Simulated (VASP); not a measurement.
# AlCu4 (P2_13) in VASP: further runs, part 2 of 2

VASP 6.6.1.

**3. Single point, PBEsol (10.97 Å³/atom)**

This run uses another cell than the first one, of 10.97 Å³/atom.

File INCAR:

```
PREC     = Accurate       # precision mode
ENCUT    = 520            # plane-wave cutoff, eV
EDIFF    = 1E-6           # SCF threshold, eV
ISMEAR   = 0              # smearing method
SIGMA    = 0.1            # smearing width, eV
LREAL    = Auto         
LASPH    = True           # aspherical terms in the spheres
NELM     = 100            # most SCF steps
ALGO     = Fast           # electronic algorithm
ISIF     = 2              # what is computed and relaxed
LWAVE    = False          # write WAVECAR
LCHARG   = False          # write CHGCAR
GGA      = PS             # functional
NBANDS   = 110            # bands
```

File KPOINTS:

```
Automatic mesh
0
Gamma
  6 6 6
```

File POSCAR:

```
AlCu4
1.0
    6.0320346823      0.0000000000      0.0000000000
    0.0000000000      6.0320346823      0.0000000000
    0.0000000000      0.0000000000      6.0320346823
Al Cu
4 16
Direct
    0.4396660968      0.9396660968      0.5603339032
    0.9396660968      0.5603339032      0.4396660968
    0.5603339032      0.4396660968      0.9396660968
    0.0603339032      0.0603339032      0.0603339032
    0.8092922658      0.3092922658      0.1907077342
    0.3092922658      0.1907077342      0.8092922658
    0.1907077342      0.8092922658      0.3092922658
    0.6907077342      0.6907077342      0.6907077342
    0.0468812228      0.8752369856      0.7014274138
    0.2985725862      0.5468812228      0.6247630144
    0.3752369856      0.7985725862      0.9531187772
    0.5468812228      0.6247630144      0.2985725862
    0.7985725862      0.9531187772      0.3752369856
    0.8752369856      0.7014274138      0.0468812228
    0.9531187772      0.3752369856      0.7985725862
    0.7014274138      0.0468812228      0.8752369856
    0.6247630144      0.2985725862      0.5468812228
    0.4531187772      0.1247630144      0.2014274138
    0.2014274138      0.4531187772      0.1247630144
    0.1247630144      0.2014274138      0.4531187772
```

Potentials or basis: VASP PAW PBE potentials, release 64 (Al, Cu).

Command:

```console
$ cat potpaw_PBE.64/Al/POTCAR potpaw_PBE.64/Cu/POTCAR > POTCAR
$ mpirun -np 1 vasp_std > vasp.out
```

OUTCAR:

```text
PREC = Accurate
   ENCUT = 520
   EDIFF = 1E-6
   ISMEAR = 0
   LREAL = Auto
   LASPH = True
   NELM = 100
   ISIF = 2
   GGA = PS

 ion  position               nearest neighbor table
   1  0.440  0.940  0.560-   6 2.27   7 2.27   8 2.27  13 2.44  17 2.44  18 2.44   9 2.55  10 2.55
                            11 2.55  12 2.55  16 2.55  20 2.55
   2  0.940  0.560  0.440-   5 2.27   8 2.27   7 2.27  10 2.44  15 2.44  20 2.44  14 2.55  12 2.55
                            13 2.55  17 2.55  19 2.55   9 2.55
   3  0.560  0.440  0.940-   5 2.27   8 2.27   6 2.27  11 2.44  12 2.44  19 2.44  16 2.55  17 2.55
                            15 2.55  10 2.55  18 2.55  14 2.55
   4  0.060  0.060  0.060-   6 2.27   7 2.27   5 2.27   9 2.44  14 2.44  16 2.44  18 2.55  19 2.55
                            20 2.55  11 2.55  15 2.55  13 2.55
   5  0.809  0.309  0.191-   2 2.27   3 2.27   4 2.27  13 2.42  17 2.42  18 2.42  14 2.55  15 2.55
                            19 2.55  16 2.56  12 2.56  20 2.56
   6  0.309  0.191  0.809-   1 2.27   4 2.27   3 2.27  10 2.42  15 2.42  20 2.42  16 2.55  18 2.55
                            11 2.55   9 2.56  19 2.56  17 2.56
   7  0.191  0.809  0.309-   1 2.27   4 2.27   2 2.27  11 2.42  12 2.42  19 2.42  13 2.55   9 2.55
                            20 2.55  18 2.56  10 2.56  14 2.56
   8  0.691  0.691  0.691-   2 2.27   3 2.27   1 2.27   9 2.42  14 2.42  16 2.42  10 2.55  12 2.55
                            17 2.55  15 2.56  13 2.56  11 2.56
[... 2869 lines left out ...]
 [bands above 106 left out]

------------------------ aborting loop because EDIFF is reached ----------------------------------------

  FORCE on cell =-STRESS in cart. coord.  units (eV):
  Direction    XX          YY          ZZ          XY          YZ          ZX
  --------------------------------------------------------------------------------------
  -------------------------------------------------------------------------------------
  Total       24.5824427     24.5824427     24.5824427      0.0000000      0.0000000     -0.0000000
  in kB      179.4502749    179.4502749    179.4502749      0.0000000      0.0000000     -0.0000000
  external PRESSURE =     179.4502749 kB  Pullay stress =       0.0000000 kB

 VOLUME and BASIS-vectors are now :
 -----------------------------------------------------------------------------
  energy-cutoff  :      520.00
  volume of cell :      219.48
      direct lattice vectors                 reciprocal lattice vectors
     6.032034682  0.000000000  0.000000000     0.165781540  0.000000000  0.000000000
     0.000000000  6.032034682  0.000000000     0.000000000  0.165781540  0.000000000
     0.000000000  0.000000000  6.032034682     0.000000000  0.000000000  0.165781540

 POSITION                                       TOTAL-FORCE (eV/Angst)
 -----------------------------------------------------------------------------------
      2.65208      5.66810      3.37995         0.001361      0.001361     -0.001361
      5.66810      3.37995      2.65208         0.001361     -0.001361      0.001361
      3.37995      2.65208      5.66810        -0.001361      0.001361      0.001361
      0.36394      0.36394      0.36394        -0.001361     -0.001361     -0.001361
      4.88168      1.86566      1.15036         0.002755      0.002755     -0.002755
      1.86566      1.15036      4.88168         0.002755     -0.002755      0.002755
[... 12 lines left out ...]
      1.21502      2.73323      0.75257         0.009865      0.000344      0.001709
      0.75257      1.21502      2.73323         0.001709      0.009865      0.000344
 -----------------------------------------------------------------------------------
    total drift:                               -0.000001     -0.000002     -0.000000

  FREE ENERGIE OF THE ION-ELECTRON SYSTEM (eV)
  ---------------------------------------------------
  free  energy   TOTEN  =       -86.4926176036 eV

  energy  without entropy=      -86.4707266881  energy(sigma->0) =      -86.48167215
```

OSZICAR:

```text
N       E                     dE             d eps       ncg     rms          rms(c)
DAV:   1     0.200262337179E+04    0.20026E+04   -0.75053E+04  5280   0.287E+03
DAV:   2     0.273175327027E+03   -0.17294E+04   -0.16797E+04  5280   0.620E+02
DAV:   3    -0.861031841745E+02   -0.35928E+03   -0.33867E+03  5280   0.298E+02
[... 12 lines left out ...]
RMM:  16    -0.864926327239E+02   -0.10982E-04   -0.18874E-04  6293   0.385E-02    0.481E-02
RMM:  17    -0.864926223203E+02    0.10404E-04   -0.26964E-05  5807   0.415E-02    0.354E-02
RMM:  18    -0.864926197946E+02    0.25257E-05   -0.85069E-06  5234   0.132E-02    0.257E-02
RMM:  19    -0.864926183300E+02    0.14647E-05   -0.42685E-06  4261   0.127E-02    0.218E-02
RMM:  20    -0.864926176036E+02    0.72640E-06   -0.21474E-06  3440   0.692E-03
   1 F= -.86492618E+02 E0= -.86481672E+02  d E =-.218909E-01
```

stdout:

```text
POSCAR found type information on POSCAR AlCu
 POSCAR found :  2 types and      20 ions
 scaLAPACK will be used
 -----------------------------------------------------------------------------
|                                                                             |
|                                                                             |
|     You enforced a specific xc type in the INCAR file but a different       |
|     I HOPE YOU KNOW WHAT YOU ARE DOING!                                     |
|                                                                             |
 -----------------------------------------------------------------------------

 LDA part: xc-table for (Slater+PW92), standard interpolation
 POSCAR, INCAR and KPOINTS ok, starting setup
 FFT: planning ... GRIDC
 FFT: planning ... GRID_SOFT
 FFT: planning ... GRID
 WAVECAR not read
 entering main loop
```

Wall time 15 min (1 thread of Intel Xeon 6975P-C (Granite Rapids), shared host); peak memory 0.55 GiB.

Results:

```yaml
Free_energy: -86.4926 eV
Pressure: 17.9 GPa
Largest_force: 0.010 eV/Å
Band_gap_on_the_k_mesh: zero (bands 94 and 95 overlap by 0.99 eV)
```

Forces on the atoms (eV/Å):
```
Al   0.001  0.001 -0.001
Al   0.001 -0.001  0.001
Al  -0.001  0.001  0.001
Al  -0.001 -0.001 -0.001
Cu   0.003  0.003 -0.003
Cu   0.003 -0.003  0.003
Cu  -0.003  0.003  0.003
Cu  -0.003 -0.003 -0.003
Cu   0.000 -0.002  0.010
Cu  -0.010  0.000  0.002
Cu  -0.002 -0.010  0.000
Cu   0.000  0.002 -0.010
Cu  -0.010  0.000 -0.002
Cu  -0.002  0.010  0.000
Cu   0.000 -0.002 -0.010
Cu   0.010  0.000 -0.002
Cu   0.002 -0.010  0.000
Cu   0.000  0.002  0.010
Cu   0.010  0.000  0.002
Cu   0.002  0.010  0.000
```

Levels at points of the mesh, in eV from the Fermi level:
| k point | band 92 | band 93 | band 94 | band 95 | band 96 | band 97 |
| --- | --- | --- | --- | --- | --- | --- |
| (0.00, 0.00, 0.00) | -0.42 | -0.42 | -0.42 | -0.22 | -0.22 | 0.45 |
| (0.50, 0.00, 0.00) | -0.64 | -0.36 | -0.36 | 0.48 | 0.48 | 1.42 |
| (0.50, 0.50, 0.00) | -1.33 | -0.09 | -0.09 | 1.09 | 1.09 | 1.89 |
| (0.50, 0.50, 0.50) | 0.43 | 0.73 | 0.73 | 0.73 | 0.73 | 2.58 |

Caveat: the cell stands under pressure; the PAW data sets were made with another functional, which shifts forces and pressure a little.
